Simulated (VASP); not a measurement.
ScAl3:

```xyz
4
Lattice="4.0878 0.0000 0.0000 0.0000 4.0878 0.0000 0.0000 0.0000 4.0878" Properties=species:S:1:pos:R:3 pbc="T T T"
Sc    0.0000    0.0000    0.0000
Al    2.0439    2.0439    0.0000
Al    0.0000    2.0439    2.0439
Al    2.0439    0.0000    2.0439
```

- Program: VASP 6.6.1
- Task: relaxation of cell and atoms
- Functional: LDA
- Potentials or basis: VASP PAW LDA potentials, release 64 (Sc_sv, Al)
- Cutoff: 600 eV
- k mesh: 7 × 7 × 7
- Occupations: fermi-dirac, width 0.05 eV
- Spin: no spin polarisation

At the start: pressure -3.6 GPa; volume 17.08 Å³/atom.

**Question.** Where does the relaxation end?

**Answer.** Over 3 steps the energy falls by 7.7 meV/atom and the volume is 16.41 Å³/atom (-3.9 %); space group Pm-3m (No. 221, to 0.1 Å) before and after.

The path:
```csv
step,energy change (eV),largest force (eV/Å),pressure (GPa),volume (Å³)
1,0.0000,0.0000,-3.57,68.31
2,-0.0256,0.0000,1.60,64.61
3,-0.0307,0.0000,0.00,65.65
```

Final structure:
```yaml
crystal:
  lattice:
    - [4.03398, 0.00000, 0.00000]
    - [0.00000, 4.03398, 0.00000]
    - [0.00000, 0.00000, 4.03398]
  atoms:
    - { symbol: Sc, position: [0.00000, 0.00000, 0.00000] }
    - { symbol: Al, position: [0.50000, 0.50000, 0.00000] }
    - { symbol: Al, position: [0.00000, 0.50000, 0.50000] }
    - { symbol: Al, position: [0.50000, 0.00000, 0.50000] }
```
